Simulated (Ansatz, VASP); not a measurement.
**PbS in VASP and in Ansatz**

```
CELL_PARAMETERS angstrom
2.11266 1.21975 3.45192
-2.11266 1.21975 3.45192
0.00000 -2.43949 3.45192
ATOMIC_POSITIONS crystal
Pb 0.98057 0.98057 0.98057
S 0.48373 0.48373 0.48373
```

Change from the starting cell: one atom moved.

Alike in both runs: task single point; functional PBE; k mesh 9 × 9 × 9; occupations gaussian, width 0.02 eV; no spin polarisation.

|  | VASP | Ansatz |
| --- | --- | --- |
| version | VASP 6.6.1 | Ansatz 0.2.0 |
| potentials or method | VASP PAW PBE potentials, release 64 (Pb_d, S), cutoff 520 eV | scalar-relativistic, plane waves, PAW |
| valence electrons in the cell | 20 | 20 |

Ansatz gave:

| Property | Result |
| --- | --- |
| pressure (GPa) | 0.9 |
| rms of the force components (eV/Å) | 0.006 |

**Question.** What did VASP give for the same quantities?

**Answer.** Pressure (GPa): 0.8; rms of the force components (eV/Å): 0.007.

Atom by atom the forces differ by 0.000 eV/Å (rms over components).

Neither program's run includes spin-orbit coupling.
